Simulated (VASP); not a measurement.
Here is a VASP 6.6.1 calculation.

File INCAR:

```
SYSTEM = W3C
ALGO = Normal ; DIPOL = 0.5 0.5 0.358
EDIFF = 1E-7 ; EDIFFG = -0.025
ENCUT = 520 ; GGA_COMPAT = .FALSE.
IBRION = 2 ; IDIPOL = 3
ISIF = 2 ; ISMEAR = 0
LASPH = .TRUE. ; LCHARG = .FALSE.
LDIPOL = .TRUE. ; LREAL = .FALSE.
LWAVE = .FALSE. ; NELM = 120
NELMDL = -8 ; NELMIN = 4
NSW = 36 ; PREC = Accurate
SIGMA = 0.1
```

KPOINTS

```
k-points
0
G
  12 12 1
  0 0 0
```

The input POSCAR:

```
W3C
1.0
    2.8090103839      0.0000000000      0.0000000000
   -1.4045051920      2.4326743520      0.0000000000
    0.0000000000      0.0000000000     20.1144288635
W C
3 1
Selective dynamics
Direct
    0.6666666667      0.3333333333      0.1988622211  F F F
    0.3333333333      0.6666666667      0.3135698338  F F F
    0.0000000000      0.0000000000      0.4282711143  F F F
    0.6666666667      0.3333333333      0.4909127140  F F T
```

Potentials or basis: VASP PAW LDA potentials, release 64 (W_sv, C).

Command:

```bash
$ cat potpaw_LDA.64/W_sv/POTCAR potpaw_LDA.64/C/POTCAR > POTCAR
$ mpirun -np 1 vasp_std > vasp.out
```

**Question.** Estimate the energy gained by relaxing.

**Answer.** 54.0 meV/atom.

**Question.** Predict the band gap on the k mesh.

**Answer.** Zero (bands 23 and 24 overlap by 1.08 eV).

The path:
| step | energy change (eV) | largest force on free atoms (eV/Å) | pressure (GPa) |
| --- | --- | --- | --- |
| 1 | 0.0000 | 2.7468 | -0.54 |
| 2 | -0.2135 | 0.3307 | 2.68 |
| 3 | -0.2161 | 0.0036 | 3.09 |

Caveat: spin-orbit coupling is left out, which moves the levels of the heavy elements.
